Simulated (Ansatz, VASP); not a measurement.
**GaP in VASP and in Ansatz**

The input POSCAR:

```
GaP
1.0
    0.0000000000      2.7253992874      2.6163833159
    2.7253992874      0.0000000000      2.6163833159
    2.7253992874      2.7253992874      0.0000000000
Ga P
1 1
Direct
    0.0000000000      0.0000000000      0.0000000000
    0.2500000000      0.2500000000      0.2500000000
```

INCAR.step1

```
SYSTEM = GaP
PREC = Accurate
ENCUT = 520
ISMEAR = -1
SIGMA = 0.02
LREAL = .False.
LASPH = .True.
NELM = 150
LNONCOLLINEAR = .True.
MAGMOM = 0 0 0 0 0 0
LSORBIT = .True.
GGA_COMPAT = .False.
NBANDS = 30
GGA = PE
ALGO = Normal
EDIFF = 1E-4
LWAVE = .True.
LCHARG = .False.
```

The input INCAR.step2:

```
SYSTEM = GaP
PREC = Accurate
ENCUT = 520
EDIFF = 1E-7
ISMEAR = -1
SIGMA = 0.02
LREAL = .False.
LASPH = .True.
NELM = 150
ALGO = Normal
ISIF = 2
LWAVE = .False.
LCHARG = .True.
LNONCOLLINEAR = .True.
MAGMOM = 0 0 0 0 0 0
LORBIT = 11
LSORBIT = .True.
GGA_COMPAT = .False.
LORBMOM = .True.
METAGGA = R2SCAN
LMIXTAU = .True.
LVHAR = .True.
NBANDS = 30
ISTART = 1
```

Contents of KPOINTS:

```
regular mesh
0
Gamma
  8 8 8
  0 0 0
```

Input for Ansatz:

```yaml
crystal:
  lattice:
    - [0.0, 2.7253992874, 2.6163833159]
    - [2.7253992874, 0.0, 2.6163833159]
    - [2.7253992874, 2.7253992874, 0.0]
  atoms:
    - { symbol: Ga, position: [0.0, 0.0, 0.0] }
    - { symbol: P, position: [0.25, 0.25, 0.25] }
kpoints:
  mp_grid: { grid: [8, 8, 8] }
  band_path:
    path:
      - [0.0, 0.0, 0.0]
      - [-0.5, -0.5, 0.0]
      - [-0.375, -0.375, 0.25]
      - [-0.375, 0.0, 0.375]
      - [0.0, 0.0, 0.5]
      - [-0.5, -0.25, 0.25]
      - [0.421875, 0.421875, 0.0]
    npoints: 1
hamiltonian:
  xc: r2scan
scf:
  occupations: { method: fermi_dirac, width: 0.02 }
  n_extra_bands: 8
magnetization:
  noncollinear: true
  spin_orbit: true
output:
  forces: true
  stress: true
  eigenvalues: true
  write_density: true
  write_potential: true
  elf: true
  volumetric_format: npy
```

Change from the starting cell: uniaxial_z strain -4.0%.

Alike in both runs: task single point; functional r2SCAN; k mesh 8 × 8 × 8; occupations fermi-dirac, width 0.02 eV; non-collinear spin, spin-orbit coupling.

|  | VASP | Ansatz |
| --- | --- | --- |
| version | VASP 6.6.1 | Ansatz 0.2.0 |
| potentials or method | VASP PAW PBE potentials, release 64 (Ga_d, P) | plane waves, PAW |
| plane-wave cutoff (eV) | 520 | 500 |
| valence electrons in the cell | 18 | 18 |

|  | VASP | Ansatz | Ansatz less VASP |
| --- | --- | --- | --- |
| pressure (GPa) | 3.8 | 3.9 | +0.06 |
| traceless stress, the component that is largest in VASP (GPa) | 2.07 | 2.07 | -0.004 |
| net moment per atom (μB) | 0.00 | 0.00 | 0.000 |

VASP's potentials were made for PBE, not for r2SCAN. The functional is the same, so the differences come from potentials, cutoffs and numerics.
